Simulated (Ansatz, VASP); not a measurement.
# Two plane-wave programs on C

```
C
1.0
     0.00000    1.78012    1.74452
     1.78012    0.00000    1.74452
     1.78012    1.78012    0.00000
C
2
Cartesian
  0.0000 0.0000 0.0000
  0.8901 0.8901 0.8723
```

Change from the starting cell: uniaxial_z strain -2.0%.

Alike in both runs: task single point; functional HSE06; k mesh 8 × 8 × 8; no spin polarisation.

```csv
,VASP,Ansatz
version,VASP 6.6.1,Ansatz 0.2.0
potentials or method,"VASP PAW PBE potentials, release 64 (C)","plane waves, PAW"
plane-wave cutoff (eV),520,420
occupations,"gaussian, width 0.01 eV",fixed
valence electrons in the cell,8,8
```

VASP gave:

| Quantity | Value |
| --- | --- |
| gap on the k mesh at the Fermi level (eV) | 4.79 |
| pressure (GPa) | 4.7 |
| traceless stress, the component that is largest in VASP (GPa) | 13.27 |

**Question.** What did Ansatz give for the same quantities?

**Answer.** gap on the k mesh at the Fermi level (eV): 4.80; pressure (GPa): 3.7; traceless stress, the component that is largest in VASP (GPa): 13.28.

Ansatz's warnings: stress exchange threshold loose, stress scf threshold loose.
